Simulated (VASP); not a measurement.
# W (C2/m) in VASP: further runs

The runs below take W through single point, with LDA.

All numbers are computed with VASP 6.6.1; they aren't measurements. Logs are shortened: lines on timing, memory, paths and dates and some standing lists are left out, and cuts for length are marked.

## Step 1: The cell of the first run

Symmetry: C2/m, No. 12, monoclinic system. The conventional cell has a = 3.973 Å, b = 3.973 Å, c = 3.973 Å, α = 90.00°, β = 90.00°, γ = 90.00°. W (site symmetry m) has 12 W at 2.52 to 3.13 Å within 3.3 Å.

## Step 2: Single point, LDA (atoms displaced along a vibrational mode)

The input, INCAR:

```
SYSTEM = W
PREC = Accurate
ENCUT = 500
EDIFF = 1E-6
ISMEAR = 0
SIGMA = 0.15
LREAL = .False.
LASPH = .True.
NELM = 120
ALGO = Normal
ISIF = 2
LWAVE = .False.
LCHARG = .False.
NBANDS = 21
GGA_COMPAT = .False.
```

The input, KPOINTS:

```
Automatic mesh
0
Gamma
  16 16 12
  0 0 0
```

The input, POSCAR:

```
W
1.0
    0.0000000000     -1.9864787844     -1.9864787844
    0.0000000000      1.9864787844     -1.9864787844
    3.9729575688      0.0000000000      0.0000000000
W
2
Direct
    0.5508437345      0.4491562655      0.4965768575
   -0.0508437345      0.0508437345      0.0034231425
```

Potentials or basis: VASP PAW LDA potentials, release 64 (W_sv).

Launch:

```bash
$ cat potpaw_LDA.64/W_sv/POTCAR > POTCAR
$ mpirun -np 1 vasp_std > vasp.out
```

OUTCAR:

```text
SYSTEM = W
   PREC = Accurate
   ENCUT = 500
   EDIFF = 1E-6
   ISMEAR = 0
   LREAL = .False.
   LASPH = .True.
   NELM = 120
   ISIF = 2

 ion  position               nearest neighbor table
   1  0.551  0.449  0.497-   2 2.52   2 2.56   2 2.82   2 2.82   2 2.86   2 2.86   2 3.09   2 3.13

   2  0.949  0.051  0.003-   1 2.52   1 2.56   1 2.82   1 2.82   1 2.86   1 2.86   1 3.09   1 3.13

  LATTYP: Found a simple tetragonal cell.
 ALAT       =     2.8093052383
 C/A-ratio  =     1.4142135624

  Lattice vectors:

 A1 = (   0.0000000000,  -1.9864787844,  -1.9864787844)
 A2 = (   0.0000000000,   1.9864787844,  -1.9864787844)
 A3 = (   3.9729575688,   0.0000000000,   0.0000000000)

Analysis of symmetry for initial positions (statically):
=====================================================================
 Subroutine PRICEL returns:
 Original cell was already a primitive cell.

 Routine SETGRP: Setting up the symmetry group for a
 simple tetragonal supercell.

 Subroutine GETGRP returns: Found  4 space group operations
 (whereof  2 operations were pure point group operations)
 out of a pool of 16 trial point group operations.

The static configuration has the point symmetry C_1h.
 The point group associated with its full space group is C_2h.

Analysis of symmetry for dynamics (positions and initial velocities):
=====================================================================
 Subroutine PRICEL returns:
 Original cell was already a primitive cell.

 Routine SETGRP: Setting up the symmetry group for a
 simple tetragonal supercell.

 Subroutine GETGRP returns: Found  4 space group operations
 (whereof  2 operations were pure point group operations)
 out of a pool of 16 trial point group operations.

The dynamic configuration has the point symmetry C_1h.
 The point group associated with its full space group is C_2h.

 Subroutine INISYM returns: Found  4 space group operations
 (whereof  2 operations are pure point group operations),
 and found     1 'primitive' translations

----------------------------------------------------------------------------------------

                                     Primitive cell

  volume of cell :      31.3554

  direct lattice vectors                    reciprocal lattice vectors
     0.000000000 -1.986478784 -1.986478784     0.000000000 -0.251701656 -0.251701656
     0.000000000  1.986478784 -1.986478784     0.000000000  0.251701656 -0.251701656
     3.972957569  0.000000000  0.000000000     0.251701656  0.000000000  0.000000000

  length of vectors
     2.809305238  2.809305238  3.972957569     0.355959896  0.355959896  0.251701656

  position of ions in fractional coordinates (direct lattice)
     0.550843734  0.449156266  0.496576858
     0.949156266  0.050843734  0.003423142

  ion indices of the primitive-cell ions
   primitive index   ion index
                 1           1
                 2           2

----------------------------------------------------------------------------------------

 KPOINTS: Automatic mesh

Automatic generation of k-mesh.
 Grid dimensions read from file:
 generate k-points for:   16   16   12

 Generating k-lattice:

  Cartesian coordinates                     Fractional coordinates (reciprocal lattice)
     0.000000000 -0.015731354 -0.015731354     0.062500000  0.000000000  0.000000000
     0.000000000  0.015731354 -0.015731354     0.000000000  0.062500000  0.000000000
     0.020975138  0.000000000  0.000000000     0.000000000  0.000000000  0.083333333

  Length of vectors
     0.022247493  0.022247493  0.020975138

  Shift w.r.t. Gamma in fractional coordinates (k-lattice)
     0.000000000  0.000000000  0.000000000

 Subroutine IBZKPT returns following result:
 ===========================================

 Found    826 irreducible k-points:

 Following reciprocal coordinates:
            Coordinates               Weight
  0.000000  0.000000  0.000000      1.000000
  0.062500  0.000000  0.000000      4.000000
  0.125000  0.000000  0.000000      4.000000
  0.187500  0.000000  0.000000      4.000000
  0.250000  0.000000  0.000000      4.000000
  0.312500  0.000000  0.000000      4.000000
[... 16 lines left out ...]
 -0.062500  0.437500  0.000000      4.000000
  0.500000  0.062500  0.000000      4.000000
 [... further k-points ...]
   k-points           NKPTS =    826   k-points in BZ     NKDIM =    826   number of bands    NBANDS=     21
   number of dos      NEDOS =    301   number of ions     NIONS =      2
   total plane-waves  NPLWV =  12000
   dimension x,y,z NGX =    20 NGY =   20 NGZ =   30
   dimension x,y,z NGXF=    40 NGYF=   40 NGZF=   60
   ions per type =               2
   NGX,Y,Z   is equivalent  to a cutoff of  11.84, 11.84, 12.55 a.u.
   NGXF,Y,Z  is equivalent  to a cutoff of  23.67, 23.67, 25.11 a.u.
 SYSTEM =  W
   PREC   = accura    normal or accurate (medium, high low for compatibility)
   ISTART =      0    job   : 0-new  1-cont  2-samecut
   ICHARG =      2    charge: 1-file 2-atom 10-const
   ISPIN  =      1    spin polarized calculation?
   LNONCOLLINEAR =      F non collinear calculations
   LSORBIT =      F    spin-orbit coupling
   LASPH  =      T    aspherical Exc in radial PAW
   ENCUT  =  500.0 eV  36.75 Ry    6.06 a.u.   5.12  5.12  7.24*2*pi/ulx,y,z
   NELM   =    120;   NELMIN=  2; NELMDL= -5     # of ELM steps
   EDIFF  = 0.1E-05   stopping-criterion for ELM
   LREAL  =      F    real-space projection
   EDIFFG = 0.1E-04   stopping-criterion for IOM
   NSW    =      0    number of steps for IOM
   IBRION =     -1    ionic relax: 0-MD 1-quasi-New 2-CG
   NFREE  =      0    steps in history (QN), initial steepest desc. (CG)
   ISIF   =      2    stress and relaxation
   ISYM   =      2    0-nonsym 1-usesym 2-fastsym
   POTIM  = 0.5000    time-step for ionic-motion
   TEBEG  =    0.0;   TEEND  =   0.0 temperature during run
   PSTRESS=    0.0 pullay stress
   NELECT =      28.0000    total number of electrons
   NUPDOWN=      -1.0000    fix difference up-down
   EMIN   =  10.00;   EMAX   =-10.00  energy-range for DOS
   EFERMI =   0.00;   METHOD = LEGACY
   ISMEAR =     0;   SIGMA  =   0.15  broadening in eV -4-tet -1-fermi 0-gaus
   EFERMI_NEDOS =   21; number of points for ismear=-14 and -15
   IALGO  =     38    algorithm
   IMIX   =      4    mixing-type and parameters
     AMIX     =   0.40;   BMIX     =  1.00
     AMIX_MAG =   1.60;   BMIX_MAG =  1.00
  volume/ion in A,a.u.               =      15.68       105.80
  Fermi-wavevector in a.u.,A,eV,Ry     =   1.576486  2.979127 33.814690  2.485310
  Thomas-Fermi vector in A             =   2.677312
   LORBIT       =      0    0 simple, 1 ext, 2 COOP (PROOUT), +10 PAW based schemes
   GGA     = CA    functional components
   LHFCALC =     F    Hartree Fock is set to
   AEXX    =    0.0000 exact exchange contribution
   IVDW    =     0    specifies the selected vdW correction
   LEPSILON=     F    determine dielectric tensor
   LRPA    =     F    only Hartree local field effects (RPA)
 non-spin polarized calculation
 Gauss-broadening in eV      SIGMA  =   0.15
  energy-cutoff  :      500.00
  volume of cell :       31.36
 maximum number of plane-waves:       830
   NGX = 11   NGY = 11   NGZ = 15

 number of electron      27.9999989 magnetization

 Free energy of the ion-electron system (eV)
  ---------------------------------------------------
  ext. energy  EPLUGINS =         0.00000000
  ---------------------------------------------------
  free energy    TOTEN  =       -26.91560798 eV

  energy without entropy =      -26.89651823  energy(sigma->0) =      -26.90606310

 E-fermi :  11.0783     XC(G=0): -13.8362

 val. band max:       11.0752297346   @ k =   0.0625   0.0625   0.0833
 cond. band min:      11.0864559852   @ k =   0.3125   0.0000   0.2500
 fundamental gap:      0.0112262507
 Fermi energy:        11.0783487943

 k-point     1 :       0.0000    0.0000    0.0000
  band No.  band energies     occupation
      1     -62.0709      2.00000
      2     -61.8277      2.00000
      3     -27.3168      2.00000
      4     -26.4220      2.00000
      5     -26.3303      2.00000
      6     -25.9864      2.00000
[... 13 lines left out ...]
     20      17.1790      0.00000
     21      24.2001      0.00000

 k-point     2 :       0.0625    0.0000    0.0000
  band No.  band energies     occupation
      1     -62.0676      2.00000
      2     -61.8275      2.00000
      3     -27.3038      2.00000
      4     -26.4353      2.00000
      5     -26.3396      2.00000
      6     -26.0038      2.00000
[... 13 lines left out ...]
     20      17.5587      0.00000
     21      23.2268      0.00000

 k-point     3 :       0.1250    0.0000    0.0000
  band No.  band energies     occupation
      1     -62.0582      2.00000
      2     -61.8270      2.00000
      3     -27.2659      2.00000
      4     -26.4911      2.00000
      5     -26.3480      2.00000
      6     -26.0686      2.00000
[... 13 lines left out ...]
     20      18.6519      0.00000
     21      21.9615      0.00000

 k-point     4 :       0.1875    0.0000    0.0000
  band No.  band energies     occupation
      1     -62.0437      2.00000
      2     -61.8268      2.00000
      3     -27.2064      2.00000
      4     -26.5889      2.00000
      5     -26.3560      2.00000
      6     -26.1743      2.00000
[... 13 lines left out ...]
     20      20.0797      0.00000
     21      20.7720      0.00000

 k-point     5 :       0.2500    0.0000    0.0000
  band No.  band energies     occupation
      1     -62.0260      2.00000
      2     -61.8272      2.00000
      3     -27.1310      2.00000
      4     -26.7033      2.00000
      5     -26.4323      2.00000
      6     -26.2359      2.00000
[... 13 lines left out ...]
     20      19.8304      0.00000
     21      21.6215      0.00000
[... 382 lines left out ...]
     20      19.2828      0.00000
     21      23.1067      0.00000

 k-point    22 :       0.4375    0.0625    0.0000
  band No.  band energies     occupation
      1     -61.9759      2.00000
      2     -61.8319      2.00000
      3     -26.9505      2.00000
      4     -26.9078      2.00000
      5     -26.8188      2.00000
      6     -26.2079      2.00000
[... 13 lines left out ...]
     20      19.1560      0.00000
     21      22.7651      0.00000

 k-point    23 :      -0.0625    0.4375    0.0000
  band No.  band energies     occupation
      1     -61.9757      2.00000
      2     -61.8321      2.00000
      3     -26.9445      2.00000
      4     -26.9101      2.00000
      5     -26.8211      2.00000
      6     -26.2018      2.00000
[... 13 lines left out ...]
     20      19.2095      0.00000
     21      22.6674      0.00000

 k-point    24 :       0.5000    0.0625    0.0000
  band No.  band energies     occupation
      1     -61.9714      2.00000
      2     -61.8329      2.00000
      3     -26.9417      2.00000
      4     -26.9302      2.00000
      5     -26.8350      2.00000
      6     -26.1979      2.00000
[... 13 lines left out ...]
     20      19.0702      0.00000
     21      22.5470      0.00000

 [... further k-points ...]

------------------------ aborting loop because EDIFF is reached ----------------------------------------

  FORCE on cell =-STRESS in cart. coord.  units (eV):
  Direction    XX          YY          ZZ          XY          YZ          ZX
  --------------------------------------------------------------------------------------
  -------------------------------------------------------------------------------------
  Total        3.8089498      0.5284337      2.4918799     -0.1296459      0.0000000      0.0000000
  in kB      194.6274316     27.0015863    127.3285848     -6.6245676      0.0000000      0.0000000
  external PRESSURE =     116.3192009 kB  Pullay stress =       0.0000000 kB

 VOLUME and BASIS-vectors are now :
 -----------------------------------------------------------------------------
  energy-cutoff  :      500.00
  volume of cell :       31.36
      direct lattice vectors                 reciprocal lattice vectors
     0.000000000 -1.986478784 -1.986478784     0.000000000 -0.251701656 -0.251701656
     0.000000000  1.986478784 -1.986478784     0.000000000  0.251701656 -0.251701656
     3.972957569  0.000000000  0.000000000     0.251701656  0.000000000  0.000000000

 POSITION                                       TOTAL-FORCE (eV/Angst)
 -----------------------------------------------------------------------------------
      1.97288     -0.20200     -1.98648         0.344887      1.687724      0.000000
      0.01360     -1.78448     -1.98648        -0.344887     -1.687724      0.000000
 -----------------------------------------------------------------------------------
    total drift:                                0.000000     -0.000000     -0.000000

  FREE ENERGIE OF THE ION-ELECTRON SYSTEM (eV)
  ---------------------------------------------------
  free  energy   TOTEN  =       -26.9156079824 eV

  energy  without entropy=      -26.8965182252  energy(sigma->0) =      -26.90606310
```

Run time: 5.5 min. Hardware: 1 thread of Intel Xeon Platinum 8259CL at 2.50GHz (Skylake/Cascade Lake), shared host; peak memory 0.46 GiB.

What came out:

| Quantity | Value |
| --- | --- |
| Free energy | -26.9156 eV |
| Pressure | 11.6 GPa |
| Largest force | 1.723 eV/Å |
| Band gap on the k mesh | zero (bands 14 and 15 overlap by 3.98 eV) |

Forces on the atoms (eV/Å):
```
W    0.345  1.688  0.000
W   -0.345 -1.688  0.000
```

Caveat: the cell differs from its parent crystal (atoms displaced along a vibrational mode); the cell stands under pressure; spin-orbit coupling is left out, which moves the levels of the heavy elements; forces of over 1 eV/Å act on the atoms, so gaps and moduli don't describe the material at rest.

## Step 3: Single point, LDA (atoms displaced along a vibrational mode)

The input, INCAR:

```
SYSTEM = W
  PREC = Accurate
  ENCUT = 500
  EDIFF = 1E-6
  ISMEAR = 0
  SIGMA = 0.15
  LREAL = .False.
  LASPH = .True.
  NELM = 120
  ALGO = Normal
  ISIF = 2
  LWAVE = .False.
  LCHARG = .False.
  GGA = CA
  NBANDS = 21
  GGA_COMPAT = .False.
```

The input, KPOINTS:

```
regular mesh
0
Gamma
  16 16 12
  0 0 0
```

The input, POSCAR:

```
W
1.0
    0.0000000000     -1.9864787844     -1.9864787844
    0.0000000000      1.9864787844     -1.9864787844
    3.9729575688      0.0000000000      0.0000000000
W
2
Direct
    0.5203374938      0.4796625062      0.4965768575
   -0.0203374938      0.0203374938      0.0034231425
```

Potentials or basis: VASP PAW LDA potentials, release 64 (W_sv).

Launch:

```bash
$ cat potpaw_LDA.64/W_sv/POTCAR > POTCAR
$ mpirun -np 1 vasp_std > vasp.out
```

Wall time 3 min (1 thread of Intel Xeon Platinum 8488C (Sapphire Rapids), shared host); peak memory 0.47 GiB.

Results (log left out):

| Item | Value |
| --- | --- |
| Free energy | -27.1803 eV |
| Pressure | 3.3 GPa |
| Largest force | 0.736 eV/Å |
| Band gap on the k mesh | zero (bands 14 and 15 overlap by 3.87 eV) |

Forces in eV/Å, atoms in the order of the input:
```
W    0.421  0.604  0.000
W   -0.421 -0.604  0.000
```

Stress tensor (GPa, compression positive):
```
 4.56 -0.93  0.00
-0.93  0.93  0.00
 0.00  0.00  4.48
```

Levels at points of the mesh, in eV from the Fermi level:
```
           k point  band 12  band 13  band 14  band 15  band 16  band 17
(0.00, 0.00, 0.00)    -0.76    -0.67    -0.56     2.51     2.75     3.51
(0.50, 0.00, 0.00)    -2.34    -1.89    -1.60     0.79     1.05     1.84
(0.50, 0.50, 0.00)    -4.75     3.10     3.46     5.23     5.77     5.82
(0.00, 0.00, 0.50)    -3.12    -0.44    -0.10     1.66     1.72     1.80
(0.50, 0.00, 0.50)    -1.01    -0.83    -0.81     0.96     0.96     5.12
(0.50, 0.50, 0.50)    -2.11    -2.01    -1.96     1.42     1.43     6.14
```

Caveat: the cell differs from its parent crystal (atoms displaced along a vibrational mode); the cell stands under pressure; spin-orbit coupling is left out, which moves the levels of the heavy elements.
